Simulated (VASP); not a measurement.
Input of a VASP 6.6.1 run:

File INCAR:

```
SYSTEM = Sn
PREC = Accurate
ENCUT = 520
EDIFF = 1E-6
ISMEAR = 0
SIGMA = 0.15
LREAL = .FALSE.
LASPH = .TRUE.
NELM = 80
ALGO = Fast
ISIF = 2
LWAVE = .FALSE.
LCHARG = .TRUE.
GGA = PS
LELF = .TRUE.
LVHAR = .TRUE.
NBANDS = 21
```

KPOINTS

```
regular mesh
0
G
  12 12 12
  0 0 0
```

File POSCAR:

```
Sn
1.0
    0.0000000000      3.3105120000      3.2456000000
    3.1806880000      0.0000000000      3.2456000000
    3.1806880000      3.3105120000      0.0000000000
Sn
2
Direct
    0.5000000000      0.5000000000      0.5000000000
    0.7500000000      0.7500000000      0.7500000000
```

Potentials or basis: VASP PAW PBE potentials, release 64 (Sn_d).

Run with:

```sh
$ cat potpaw_PBE.64/Sn_d/POTCAR > POTCAR
$ mpirun -np 1 vasp_std > vasp.out
```

Problem. Estimate the band gap on the k mesh.

Solution. Zero (bands 14 and 15 overlap by 0.17 eV).

Problem. What does it give for the pressure?

Solution. 0.9 GPa.

Stress tensor (GPa, compression positive):
```
1.52 0.00 0.00
0.00 0.32 0.00
0.00 0.00 0.97
```

Caveat: the cell differs from its parent crystal (strain -0.0200 x Voigt [1, -1, 0, 0, 0, 0]); the PAW data sets were made with another functional, which shifts forces and pressure a little; spin-orbit coupling is left out, which moves the levels of the heavy elements.
